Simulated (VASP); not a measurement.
Cd:

```
Cd
1.0
     5.56865    0.00000    0.00000
     0.00000    5.56865    0.00000
     0.00000    0.00000    5.56865
Cd
8
Cartesian
  0.0000 0.0000 0.0000
  2.7843 2.7843 2.7843
  1.3922 0.0000 2.7843
  4.1765 0.0000 2.7843
  2.7843 1.3922 0.0000
  2.7843 4.1765 0.0000
  0.0000 2.7843 1.3922
  0.0000 2.7843 4.1765
```

- Program: VASP 6.6.1
- Task: relaxation of cell and atoms
- Functional: LDA
- Potentials or basis: VASP PAW LDA potentials, release 64 (Cd)
- Cutoff: 600 eV
- k mesh: 5 × 5 × 5
- Occupations: fermi-dirac, width 0.1 eV
- Spin: no spin polarisation

At the start: pressure -3.3 GPa; volume 21.59 Å³/atom.

How do energy, volume and symmetry change on relaxing?

Over 3 steps the energy falls by 13.2 meV/atom and the volume is 20.37 Å³/atom (-5.6 %); space group Pm-3n (No. 223, to 0.05 Å).

Step by step:
| step | energy change (eV) | largest force (eV/Å) | pressure (GPa) | volume (Å³) |
| --- | --- | --- | --- | --- |
| 1 | 0.0000 | 0.0000 | -3.27 | 172.68 |
| 2 | -0.1045 | 0.0000 | 0.44 | 161.90 |
| 3 | -0.1060 | 0.0000 | 0.01 | 162.94 |

Final structure:
```xyz
8
Lattice="5.4619 0.0000 0.0000 0.0000 5.4619 0.0000 0.0000 0.0000 5.4619" Properties=species:S:1:pos:R:3 pbc="T T T"
Cd    0.0000    0.0000    0.0000
Cd    2.7310    2.7310    2.7310
Cd    1.3655    0.0000    2.7310
Cd    4.0964    0.0000    2.7310
Cd    2.7310    1.3655    0.0000
Cd    2.7310    4.0964    0.0000
Cd    0.0000    2.7310    1.3655
Cd    0.0000    2.7310    4.0964
```
